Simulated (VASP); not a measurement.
A run of VASP 6.6.1 is set up as follows.

INCAR

```
SYSTEM = Au
ALGO     = Normal         ! electronic algorithm
EDIFF    = 1E-7           ! SCF threshold, eV
ENCUT    = 520            ! plane-wave cutoff, eV
GGA      = PS             ! functional
ISIF     = 2              ! what is computed and relaxed
ISMEAR   = -1             ! smearing method
IVDW     = 13             ! dispersion correction
LASPH    = .TRUE.         ! aspherical terms in the spheres
LCHARG   = .TRUE.         ! write CHGCAR
LELF     = .TRUE.         ! ELF
LREAL    = .FALSE.        ! projectors in reciprocal space
LVHAR    = .TRUE.       
LWAVE    = .FALSE.        ! write WAVECAR
NBANDS   = 12             ! bands
NELM     = 60             ! most SCF steps
PREC     = Accurate       ! precision mode
SIGMA    = 0.05           ! smearing width, eV
```

Contents of KPOINTS:

```
k-points
0
G
  11 11 11
  0 0 0
```

The input POSCAR:

```
Au
1.0
   -1.6119152998      1.6119152998      1.6119152998
    1.6119152998     -1.6119152998      1.6119152998
    1.6119152998      1.6119152998     -1.6119152998
Au
1
Direct
    0.0000000000      0.0000000000      0.0000000000
```

Potentials or basis: VASP PAW PBE potentials, release 64 (Au).

Command:

```console
$ cat potpaw_PBE.64/Au/POTCAR > POTCAR
$ mpirun -np 1 vasp_std > vasp.out
```

(1) Predict the pressure.

(2) Estimate the dispersion energy per atom.

Results:

(1) -0.3 GPa.

(2) -0.403 eV.

Caveat: the PAW data sets were made with another functional, which shifts forces and pressure a little; pairwise dispersion overbinds metals, which lowers pressure and volume.
